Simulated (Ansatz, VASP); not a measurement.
Two plane-wave programs on C

```xyz
4
Lattice="2.4657 0.0000 0.0000 -1.2328 2.1353 0.0000 0.0000 0.0000 17.5001" Properties=species:S:1:pos:R:3 pbc="T T T"
C     1.2328    0.7118    4.5000
C     0.0000    1.4235    4.5000
C     1.2328    0.7118    7.2101
C     0.0000    1.4235    7.2100
```

Alike in both runs: task single point; functional PBE; dispersion D3(BJ); k mesh 15 × 15 × 1; occupations gaussian, width 0.1 eV; no spin polarisation.

|  | VASP | Ansatz |
| --- | --- | --- |
| version | VASP 6.6.1 | Ansatz 0.2.0 |
| potentials or method | VASP PAW PBE potentials, release 64 (C), cutoff 520 eV | scalar-relativistic, plane waves, PAW |
| valence electrons in the cell | 16 | 16 |

Ansatz gave:

```
gap on the k mesh at the Fermi level (eV) : 0.08
least direct gap on the mesh (eV)         : 0.08
rms of the force components (eV/Å)        : 0.420
```

Question: What did VASP give for the same quantities?

Answer: gap on the k mesh at the Fermi level (eV): 0.08; least direct gap on the mesh (eV): 0.08; rms of the force components (eV/Å): 0.421.

Atom by atom the forces differ by 0.000 eV/Å (rms over components). Ansatz's warnings: structure snapped to symmetry.
